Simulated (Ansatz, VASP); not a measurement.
# BP in VASP and in Ansatz

```xyz
2
Lattice="0.0000 2.2690 2.2690 2.2690 0.0000 2.2690 2.2690 2.2690 0.0000" Properties=species:S:1:pos:R:3 pbc="T T T"
P     3.4035    3.4035    3.4035
B     0.0000    0.0000    0.0000
```

Alike in both runs: task single point; functional PBE; k mesh 7 × 7 × 7; occupations fermi-dirac, width 0.04 eV; no spin polarisation.

|  | VASP | Ansatz |
| --- | --- | --- |
| version | VASP 6.6.1 | Ansatz 0.2.0 |
| potentials or method | VASP PAW PBE potentials, release 64 (P, B), cutoff 520 eV | all-electron LAPW, scalar-relativistic |

```tsv
	VASP	Ansatz	Ansatz less VASP
gap on the k mesh at the Fermi level (eV)	1.24	1.25	+0.007
least direct gap on the mesh (eV)	3.40	3.41	+0.006
pressure (GPa)	0.9	1.2	+0.21
```

Ansatz ran all-electron here, and VASP with PAW potentials.
